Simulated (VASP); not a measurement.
LiF3: single point with PBE

LiF3:

```xyz
4
Lattice="-2.2160 2.2160 2.2160 2.2160 -2.2160 2.2160 2.2160 2.2160 -2.2160" Properties=species:S:1:pos:R:3 pbc="T T T"
Li    0.0000    0.0000    0.0000
F     2.2160    0.0000    0.0000
F     0.0000    2.2160    0.0000
F     0.0000    0.0000    2.2160
```

```
Program                : VASP 6.6.1
Task                   : single point
Functional             : PBE
Potentials or basis    : VASP PAW PBE potentials, release 64 (Li_sv, F)
Cutoff                 : 520 eV
k mesh                 : 6 × 6 × 6
Occupations            : gaussian, width 0.1 eV
Spin                   : collinear spin, ferromagnetic start
Starting moments       : [0.0, 1.0, 1.0, 1.0] μB
Dipole correction      : no
Further INCAR settings : ALGO = Normal; EDIFF = 1e-07; NBANDS = 24
```

```
Band gap on the k mesh                                : zero (filled and empty bands overlap)
Net moment                                            : 2.00 μB per cell
Site moments                                          : Li -0.00; F +0.63 μB
Valence electrons inside the program's atomic spheres : Li 2.02; F 5.89
```

Levels at points of the mesh, in eV from the Fermi level:
Spin up:
```tsv
k point	band 9	band 10	band 11	band 12	band 13	band 14	band 15	band 16	band 17	band 18
(0.00, 0.00, 0.00)	-2.39	-2.39	-0.58	-0.58	-0.58	8.22	15.22	15.22	15.22	16.39
(0.50, 0.00, 0.00)	-2.53	-2.50	-2.26	-1.73	-0.58	10.79	12.06	13.34	14.56	16.92
(0.50, 0.50, 0.50)	-2.10	-2.10	-0.56	-0.56	-0.56	12.92	13.35	13.35	13.35	19.51
```
Spin down:
```tsv
k point	band 9	band 10	band 11	band 12	band 13	band 14
(0.00, 0.00, 0.00)	-1.87	-1.87	1.11	1.11	1.11	8.44
(0.50, 0.00, 0.00)	-1.24	-1.05	-1.03	-0.65	1.12	11.07
(0.50, 0.50, 0.50)	-1.35	-1.35	1.15	1.15	1.15	12.99
```

Run time: 40 s on 1 thread of Intel(R) Xeon(R) Platinum 8488C (Sapphire Rapids), with other jobs on the host, peak memory 0.18 GiB.
